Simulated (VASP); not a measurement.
# ZnO (P6_3mc) in VASP: further runs, part 2 of 2

VASP 6.6.1.

## Step 3: Single point, LDA

This run uses another cell than the first one, of 11.19 Å³/atom, 1.028 times its volume.

INCAR reads:

```
SYSTEM = ZnO
ALGO = Normal
EDIFF = 1E-6
ENCUT = 520
ISIF = 2
ISMEAR = 0
LASPH = .TRUE.
LCHARG = .FALSE.
LREAL = .FALSE.
LWAVE = .FALSE.
NBANDS = 26
NELM = 80
PREC = Accurate
SIGMA = 0.01
```

KPOINTS reads:

```
k-points
0
G
  8 8 4
  0 0 0
```

POSCAR reads:

```
ZnO
1.0
    3.1742523832      0.0000000000      0.0000000000
   -1.5871261916      2.7489832019      0.0000000000
    0.0000000000      0.0000000000      5.1314537696
Zn O
2 2
Direct
    0.3333333333      0.6666666667      0.5002751823
    0.6666666667      0.3333333333      0.0002751823
    0.6666666667      0.3333333333      0.3787348177
    0.3333333333      0.6666666667      0.8787348177
```

Potentials or basis: VASP PAW LDA potentials, release 64 (Zn, O).

The run is started by

```sh
> cat potpaw_LDA.64/Zn/POTCAR potpaw_LDA.64/O/POTCAR > POTCAR
> mpirun -np 1 vasp_std > vasp.out
```

OUTCAR:

```text
SYSTEM = ZnO
   EDIFF = 1E-6
   ENCUT = 520
   ISIF = 2
   ISMEAR = 0
   LASPH = .TRUE.
   LREAL = .FALSE.
   NELM = 80
   PREC = Accurate

 ion  position               nearest neighbor table
   1  0.333  0.667  0.500-   3 1.94   3 1.94   3 1.94   4 1.94
   2  0.667  0.333  0.000-   4 1.94   4 1.94   4 1.94   3 1.94
   3  0.667  0.333  0.379-   1 1.94   1 1.94   1 1.94   2 1.94
   4  0.333  0.667  0.879-   2 1.94   2 1.94   2 1.94   1 1.94

  LATTYP: Found a hexagonal cell.
 ALAT       =     3.1742523832
 C/A-ratio  =     1.6165865691

  Lattice vectors:

 A1 = (   3.1742523832,   0.0000000000,   0.0000000000)
 A2 = (  -1.5871261916,   2.7489832019,   0.0000000000)
 A3 = (   0.0000000000,   0.0000000000,   5.1314537696)

Analysis of symmetry for initial positions (statically):
=====================================================================
 Subroutine PRICEL returns:
 Original cell was already a primitive cell.

 Routine SETGRP: Setting up the symmetry group for a
 hexagonal supercell.

 Subroutine GETGRP returns: Found 12 space group operations
 (whereof  6 operations were pure point group operations)
 out of a pool of 24 trial point group operations.

The static configuration has the point symmetry C_3v.
 The point group associated with its full space group is C_6v.

Analysis of symmetry for dynamics (positions and initial velocities):
=====================================================================
 Subroutine PRICEL returns:
 Original cell was already a primitive cell.

 Routine SETGRP: Setting up the symmetry group for a
 hexagonal supercell.

 Subroutine GETGRP returns: Found 12 space group operations
 (whereof  6 operations were pure point group operations)
 out of a pool of 24 trial point group operations.

The dynamic configuration has the point symmetry C_3v.
 The point group associated with its full space group is C_6v.

[... 113 lines left out ...]
   NELECT =      36.0000    total number of electrons
   NUPDOWN=      -1.0000    fix difference up-down
   EMIN   =  10.00;   EMAX   =-10.00  energy-range for DOS
   EFERMI =   0.00;   METHOD = LEGACY
   ISMEAR =     0;   SIGMA  =   0.01  broadening in eV -4-tet -1-fermi 0-gaus
   EFERMI_NEDOS =   21; number of points for ismear=-14 and -15
   IALGO  =     38    algorithm
   IMIX   =      4    mixing-type and parameters
     AMIX     =   0.40;   BMIX     =  1.00
     AMIX_MAG =   1.60;   BMIX_MAG =  1.00
  volume/ion in A,a.u.               =      11.19        75.54
  Fermi-wavevector in a.u.,A,eV,Ry     =   1.522268  2.876669 31.528763  2.317299
  Thomas-Fermi vector in A             =   2.630870
   LORBIT       =      0    0 simple, 1 ext, 2 COOP (PROOUT), +10 PAW based schemes
   GGA     = CA    functional components
   LHFCALC =     F    Hartree Fock is set to
   AEXX    =    0.0000 exact exchange contribution
   IVDW    =     0    specifies the selected vdW correction
   LEPSILON=     F    determine dielectric tensor
   LRPA    =     F    only Hartree local field effects (RPA)
 non-spin polarized calculation
 Gauss-broadening in eV      SIGMA  =   0.01
  energy-cutoff  :      520.00
  volume of cell :       44.78
 maximum number of plane-waves:      1224
 NGX is ok and might be reduce to    24
   NGX = 11   NGY = 11   NGZ = 19

 number of electron      35.9999973 magnetization

 Free energy of the ion-electron system (eV)
  ---------------------------------------------------
  ext. energy  EPLUGINS =         0.00000000
  ---------------------------------------------------
  free energy    TOTEN  =       -21.14760550 eV

  energy without entropy =      -21.14760550  energy(sigma->0) =      -21.14760550

 E-fermi :   1.5759     XC(G=0): -11.7912

 val. band max:        1.4736295343   @ k =   0.0000   0.0000   0.0000
 cond. band min:       2.3014531866   @ k =   0.0000   0.0000   0.0000
 fundamental gap:      0.8278236523
 Fermi energy:         1.5758612513

 k-point     1 :       0.0000    0.0000    0.0000
  band No.  band energies     occupation
      1     -16.8590      2.00000
      2     -15.9947      2.00000
      3      -4.7541      2.00000
      4      -4.6282      2.00000
      5      -4.6282      2.00000
      6      -4.5879      2.00000
[... 685 lines left out ...]
     25      15.3498      0.00000
     26      15.3498      0.00000

 [... further k-points ...]
[... 5 lines left out ...]
  --------------------------------------------------------------------------------------
  -------------------------------------------------------------------------------------
  Total        0.9162145      0.9162145      0.9063482      0.0000000      0.0000000      0.0000000
  in kB       32.7833829     32.7833829     32.4303551      0.0000000      0.0000000      0.0000000
  external PRESSURE =      32.6657069 kB  Pullay stress =       0.0000000 kB

 VOLUME and BASIS-vectors are now :
 -----------------------------------------------------------------------------
  energy-cutoff  :      520.00
  volume of cell :       44.78
      direct lattice vectors                 reciprocal lattice vectors
     3.174252383  0.000000000  0.000000000     0.315034811  0.181885433  0.000000000
    -1.587126192  2.748983202  0.000000000     0.000000000  0.363770866  0.000000000
     0.000000000  0.000000000  5.131453770     0.000000000  0.000000000  0.194876549

 POSITION                                       TOTAL-FORCE (eV/Angst)
 -----------------------------------------------------------------------------------
     -0.00000      1.83266      2.56714         0.000000      0.000000      0.003246
      1.58713      0.91633      0.00141        -0.000000      0.000000      0.003246
      1.58713      0.91633      1.94346         0.000000     -0.000000     -0.003246
     -0.00000      1.83266      4.50919        -0.000000      0.000000     -0.003246
 -----------------------------------------------------------------------------------
    total drift:                                0.000001      0.000001      0.000107

  FREE ENERGIE OF THE ION-ELECTRON SYSTEM (eV)
  ---------------------------------------------------
  free  energy   TOTEN  =       -21.1476054989 eV

  energy  without entropy=      -21.1476054989  energy(sigma->0) =      -21.14760550
```

stdout:

```text
POSCAR found type information on POSCAR ZnO
 POSCAR found :  2 types and       4 ions
 scaLAPACK will be used
 LDA part: xc-table for (Slater(with rela. corr.)+CA(PZ))
 , standard interpolation
 POSCAR, INCAR and KPOINTS ok, starting setup
 FFT: planning ... GRIDC
 FFT: planning ... GRID_SOFT
 FFT: planning ... GRID
 WAVECAR not read
 entering main loop
```

It took 40 s on 1 thread of Intel Xeon 8259CL, shared host; peak memory 0.16 GiB.

Results:

```yaml
Free_energy: -21.1476 eV
Pressure: 3.3 GPa
Largest_force: 0.003 eV/Å
Band_gap_on_the_k_mesh: 0.83 eV, direct
```

Forces on the atoms (eV/Å):
```
Zn   0.000  0.000  0.003
Zn   0.000  0.000  0.003
O    0.000  0.000 -0.003
O    0.000  0.000 -0.003
```

Levels at points of the mesh, in eV from the valence-band top:
| k point | band 14 | band 15 | band 16 | band 17 | band 18 | band 19 | band 20 | band 21 | band 22 | band 23 |
| --- | --- | --- | --- | --- | --- | --- | --- | --- | --- | --- |
| (0.00, 0.00, 0.00) | -0.88 | -0.88 | -0.11 | 0.00 | 0.00 | 0.83 | 5.34 | 8.24 | 13.03 | 13.03 |
| (0.50, 0.00, 0.00) | -3.81 | -3.06 | -2.49 | -1.43 | -0.92 | 5.94 | 6.79 | 7.46 | 8.80 | 10.73 |
| (0.00, 0.00, 0.50) | -2.33 | -0.43 | -0.43 | -0.43 | -0.43 | 3.52 | 3.52 | 10.10 | 10.10 | 13.33 |
| (0.50, 0.00, 0.50) | -3.96 | -1.66 | -1.66 | -1.52 | -1.52 | 5.66 | 5.66 | 8.65 | 8.65 | 11.35 |

LDA gaps usually lie below the measured ones, often by a third to a half.

## Step 4: Single point, LDA

This run uses another cell than the first one, of 11.19 Å³/atom, 1.028 times its volume.

INCAR reads:

```
PREC = Accurate
ENCUT = 520
EDIFF = 1E-6
ISMEAR = 0
SIGMA = 0.01
LREAL = F
LASPH = T
NELM = 60
ALGO = Normal
ISIF = 2
LWAVE = F
LCHARG = T
GGA = CA
LELF = T
LVHAR = T
NBANDS = 26
```

KPOINTS reads:

```
regular mesh
0
Gamma
  8 8 4
```

POSCAR is that of step 3.

The run is started by

```sh
> cat potpaw_LDA.64/Zn/POTCAR potpaw_LDA.64/O/POTCAR > POTCAR
> mpirun -np 1 vasp_std > vasp.out
```

Wall time 42 s (1 thread of Intel Xeon 8259CL, shared host); peak memory 0.16 GiB.

It converged, with:

```
Free energy            : -21.1476 eV
Pressure               : 3.3 GPa
Largest force          : 0.003 eV/Å
Band gap on the k mesh : 0.83 eV, direct
```

Forces in eV/Å, atoms in the order of the input:
```
Zn   0.000  0.000  0.003
Zn   0.000  0.000  0.003
O    0.000  0.000 -0.003
O    0.000  0.000 -0.003
```

Levels at points of the mesh, in eV from the valence-band top:
```
           k point  band 15  band 16  band 17  band 18  band 19  band 20  band 21  band 22
(0.00, 0.00, 0.00)    -0.88    -0.11     0.00     0.00     0.83     5.34     8.24    13.03
(0.50, 0.00, 0.00)    -3.06    -2.49    -1.43    -0.92     5.94     6.79     7.46     8.80
(0.00, 0.00, 0.50)    -0.43    -0.43    -0.43    -0.43     3.52     3.52    10.10    10.10
(0.50, 0.00, 0.50)    -1.66    -1.66    -1.52    -1.52     5.66     5.66     8.65     8.65
```

A hybrid or GW would open this gap; LDA tends to underestimate it.

## Step 5: Single point, LDA

This run uses another cell than the first one, of 11.07 Å³/atom, 1.016 times its volume.

INCAR reads:

```
ALGO = Normal ; EDIFF = 1E-6
ENCUT = 520 ; ISIF = 2
ISMEAR = 0 ; LASPH = T
LCHARG = F ; LREAL = F
LWAVE = F ; NBANDS = 26
NELM = 100 ; PREC = Accurate
SIGMA = 0.01
```

KPOINTS reads:

```
k-points
0
Gamma
  8 8 4
```

POSCAR reads:

```
ZnO
1.0
    3.1618046286      0.0000000000      0.0000000000
   -1.5809023143      2.7382031301      0.0000000000
    0.0000000000      0.0000000000      5.1129988516
Zn O
2 2
Direct
    0.3333333333      0.6666666667      0.5003524306
    0.6666666667      0.3333333333      0.0003524306
    0.6666666667      0.3333333333      0.3786575694
    0.3333333333      0.6666666667      0.8786575694
```

The run is started by

```sh
> cat potpaw_LDA.64/Zn/POTCAR potpaw_LDA.64/O/POTCAR > POTCAR
> mpirun -np 1 vasp_std > vasp.out
```

It took 39 s on 1 thread of Intel Xeon 8259CL, shared host; peak memory 0.16 GiB.

It converged, with:

| Property | Result |
| --- | --- |
| Free energy | -21.1329 eV |
| Pressure | 5.4 GPa |
| Band gap on the k mesh | 0.85 eV, direct |

Levels at points of the mesh, in eV from the valence-band top:
```csv
k point,band 16,band 17,band 18,band 19,band 20,band 21
"(0.00, 0.00, 0.00)",-0.11,0.00,0.00,0.85,5.38,8.28
"(0.50, 0.00, 0.00)",-2.53,-1.45,-0.94,5.99,6.80,7.47
"(0.00, 0.00, 0.50)",-0.44,-0.44,-0.44,3.55,3.55,10.15
"(0.50, 0.00, 0.50)",-1.68,-1.55,-1.55,5.67,5.67,8.72
```

## Step 6: Single point, LDA

This run uses another cell than the first one, of 11.07 Å³/atom, 1.016 times its volume.

INCAR reads:

```
PREC     = Accurate       # precision mode
ENCUT    = 520            # plane-wave cutoff, eV
EDIFF    = 1E-6           # SCF threshold, eV
ISMEAR   = 0              # smearing method
SIGMA    = 0.01           # smearing width, eV
LREAL    = F              # projectors in reciprocal space
LASPH    = T              # aspherical terms in the spheres
NELM     = 80             # most SCF steps
ALGO     = Normal         # electronic algorithm
ISIF     = 2              # what is computed and relaxed
LWAVE    = F              # write WAVECAR
LCHARG   = F              # write CHGCAR
GGA      = CA             # functional
NBANDS   = 26             # bands
```

KPOINTS reads:

```
regular mesh
0
Gamma
  8 8 4
```

POSCAR is that of step 5.

Potentials or basis: VASP PAW LDA potentials, release 64 (Zn, O).

The run is started by

```sh
> cat potpaw_LDA.64/Zn/POTCAR potpaw_LDA.64/O/POTCAR > POTCAR
> mpirun -np 1 vasp_std > vasp.out
```

OUTCAR:

```text
PREC = Accurate
   ENCUT = 520
   EDIFF = 1E-6
   ISMEAR = 0
   LREAL = F
   LASPH = T
   NELM = 80
   ISIF = 2
   GGA = CA

 ion  position               nearest neighbor table
   1  0.333  0.667  0.500-   3 1.93   3 1.93   3 1.93   4 1.93
   2  0.667  0.333  0.000-   4 1.93   4 1.93   4 1.93   3 1.93
   3  0.667  0.333  0.379-   1 1.93   1 1.93   1 1.93   2 1.93
   4  0.333  0.667  0.879-   2 1.93   2 1.93   2 1.93   1 1.93

  LATTYP: Found a hexagonal cell.
 ALAT       =     3.1618046286
[... 889 lines left out ...]
     25      15.5382      0.00000
     26      15.5382      0.00000

 [... further k-points ...]
[... 5 lines left out ...]
  --------------------------------------------------------------------------------------
  -------------------------------------------------------------------------------------
  Total        1.4863463      1.4863463      1.4779692      0.0000000     -0.0000000      0.0000000
  in kB       53.7965218     53.7965218     53.4933218      0.0000000     -0.0000000      0.0000000
  external PRESSURE =      53.6954551 kB  Pullay stress =       0.0000000 kB

 VOLUME and BASIS-vectors are now :
 -----------------------------------------------------------------------------
  energy-cutoff  :      520.00
  volume of cell :       44.27
      direct lattice vectors                 reciprocal lattice vectors
     3.161804629  0.000000000  0.000000000     0.316275076  0.182601500  0.000000000
    -1.580902314  2.738203130  0.000000000     0.000000000  0.365203001  0.000000000
     0.000000000  0.000000000  5.112998852     0.000000000  0.000000000  0.195579938

 POSITION                                       TOTAL-FORCE (eV/Angst)
 -----------------------------------------------------------------------------------
     -0.00000      1.82547      2.55830        -0.000000      0.000000      0.001621
      1.58090      0.91273      0.00180         0.000000     -0.000000      0.001621
      1.58090      0.91273      1.93608        -0.000000      0.000000     -0.001621
     -0.00000      1.82547      4.49258         0.000000     -0.000000     -0.001621
 -----------------------------------------------------------------------------------
    total drift:                                0.000000      0.000001     -0.000617

  FREE ENERGIE OF THE ION-ELECTRON SYSTEM (eV)
  ---------------------------------------------------
  free  energy   TOTEN  =       -21.1328871511 eV

  energy  without entropy=      -21.1328871511  energy(sigma->0) =      -21.13288715
```

OSZICAR:

```text
N       E                     dE             d eps       ncg     rms          rms(c)
DAV:   1     0.293095524165E+03    0.29310E+03   -0.18339E+04  1592   0.207E+03
DAV:   2     0.788437216350E+01   -0.28521E+03   -0.26720E+03  1594   0.414E+02
DAV:   3    -0.236116817700E+02   -0.31496E+02   -0.31058E+02  1784   0.141E+02
DAV:   4    -0.242286026835E+02   -0.61692E+00   -0.61546E+00  1706   0.200E+01
DAV:   5    -0.242316132683E+02   -0.30106E-02   -0.30104E-02  1706   0.146E+00    0.163E+01
DAV:   6    -0.210245836191E+02    0.32070E+01   -0.58735E+00  2434   0.600E+01    0.105E+01
DAV:   7    -0.211980261164E+02   -0.17344E+00   -0.27619E+00  1616   0.163E+01    0.608E+00
DAV:   8    -0.211834040839E+02    0.14622E-01   -0.54205E-01  2186   0.722E+00    0.166E+00
DAV:   9    -0.211303991231E+02    0.53005E-01   -0.10352E-01  2292   0.658E+00    0.312E-01
DAV:  10    -0.211329544363E+02   -0.25553E-02   -0.37923E-02  1600   0.132E+00    0.964E-02
DAV:  11    -0.211328793759E+02    0.75060E-04   -0.40990E-04  1712   0.170E-01    0.203E-02
DAV:  12    -0.211328864141E+02   -0.70381E-05   -0.23609E-05  1818   0.995E-02    0.926E-03
DAV:  13    -0.211328871511E+02   -0.73702E-06   -0.30171E-06  1532   0.553E-02
   1 F= -.21132887E+02 E0= -.21132887E+02  d E =-.521165E-49
```

Run time: 37 s. Hardware: 1 thread of Intel Xeon 8259CL, shared host; peak memory 0.15 GiB.

Results:

* Free energy: -21.1329 eV
* Pressure: 5.4 GPa
* Band gap on the k mesh: 0.85 eV, direct

## Step 7: The runs side by side

```csv
cell,gap on the mesh (eV),pressure (GPa)
"a = 3.145, b = 3.145, c = 5.086 Å, angles 90.0, 90.0, 120.0°, 4 atoms",0.87,8.4
"a = 3.174, b = 3.174, c = 5.131 Å, angles 90.0, 90.0, 120.0°, 4 atoms",0.83,3.3
"a = 3.162, b = 3.162, c = 5.113 Å, angles 90.0, 90.0, 120.0°, 4 atoms",0.85,5.4
```

Alike in all rows: task single point; level LDA; potentials or basis VASP PAW LDA potentials, release 64 (Zn, O); no spin polarisation; k mesh 8 × 8 × 4; cutoff (eV) 520; smearing gaussian 0.01 eV.

Total energies depend on the potentials used, so only differences within one code and one set of settings carry meaning.
